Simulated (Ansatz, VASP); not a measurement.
**Co in VASP and in Ansatz**

```xyz
4
Lattice="2.6311 0.0000 0.0000 -1.3156 2.2786 0.0000 0.0000 0.0000 8.5091" Properties=species:S:1:pos:R:3 pbc="T T T"
Co   -1.3156    2.2786    8.5091
Co    0.0000    0.0000    4.2545
Co    0.0000    1.5191    2.1273
Co    1.3156    0.7595    6.3818
```

Alike in both runs: task single point; functional BLYP; k mesh 16 × 16 × 5; occupations fermi-dirac, width 0.05 eV; collinear spin.

|  | VASP | Ansatz |
| --- | --- | --- |
| version | VASP 6.6.1 | Ansatz 0.2.0 |
| potentials or method | VASP PAW PBE potentials, release 64 (Co), cutoff 520 eV | plane waves (420 eV) with PAW, scalar-relativistic |
| valence electrons in the cell | 36 | 68 |

VASP gave:

| Quantity | Value |
| --- | --- |
| pressure (GPa) | -15.9 |
| traceless stress, the component that is largest in VASP (GPa) | -0.05 |
| net moment per atom (μB) | 1.71 |
| size of the moment on the site where the two differ most (μB) | 1.76 |

Question: What did Ansatz give for the same quantities?

Answer: Pressure (GPa): -15.9; traceless stress, the component that is largest in VASP (GPa): 0.06; net moment per atom (μB): 1.73; size of the moment on the site where the two differ most (μB): 1.81.

VASP's potentials were made for PBE, not for BLYP. Site moments also hang on the region over which each program counts them. VASP's potentials hold 36 valence electrons a cell and Ansatz's 68, so a difference there can come from the potentials and not from the codes.
